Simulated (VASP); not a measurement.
# Ni: single point with PBE

Crystal: Ni.

```xyz
2
Lattice="0.0000 3.5160 3.5160 1.7580 0.0000 1.7580 1.7580 1.7580 0.0000" Properties=species:S:1:pos:R:3 pbc="T T T"
Ni    0.0000    0.0000    0.0000
Ni    0.0000    1.7580    1.7580
```

```json
{
  "Program": "VASP 6.6.1",
  "Task": "single point",
  "Functional": "PBE",
  "Potentials or basis": "VASP PAW PBE potentials, release 64 (Ni)",
  "Cutoff": "520 eV",
  "k mesh": "7 × 14 × 14",
  "Occupations": "fermi-dirac, width 0.1 eV",
  "Spin": "collinear spin, ferromagnetic start",
  "Starting moments": "[0.71, 0.71] μB",
  "Dipole correction": "no",
  "Further INCAR settings": "ALGO = Normal; EDIFF = 1e-06; NBANDS = 21"
}
```

```json
{"Pressure": "0.6 GPa", "Net moment": "1.18 μB per cell", "Site moments": "Ni +0.60 μB", "Valence electrons inside the program's atomic spheres": "Ni 9.31"}
```

Levels at points of the mesh, in eV from the Fermi level:
Spin up:
```tsv
k point	band 8	band 9	band 10	band 11	band 12	band 13	band 14	band 15
(0.00, 0.00, 0.00)	-1.23	-1.23	-0.56	-0.56	-0.28	5.70	22.24	23.75
(0.00, 0.50, 0.00)	-0.52	-0.42	-0.42	-0.28	2.47	5.70	9.25	14.85
```
Spin down:
| k point | band 5 | band 6 | band 7 | band 8 | band 9 | band 10 | band 11 | band 12 | band 13 | band 14 |
| --- | --- | --- | --- | --- | --- | --- | --- | --- | --- | --- |
| (0.00, 0.00, 0.00) | -1.69 | -1.69 | -1.69 | -0.66 | -0.66 | -0.34 | 0.16 | 0.16 | 6.10 | 22.10 |
| (0.00, 0.50, 0.00) | -1.79 | -0.34 | 0.08 | 0.16 | 0.16 | 0.39 | 0.39 | 2.42 | 6.10 | 9.49 |

Wall time 2.8 min on 1 thread of Intel Xeon 8259CL, on a shared host, peak memory 0.21 GiB.
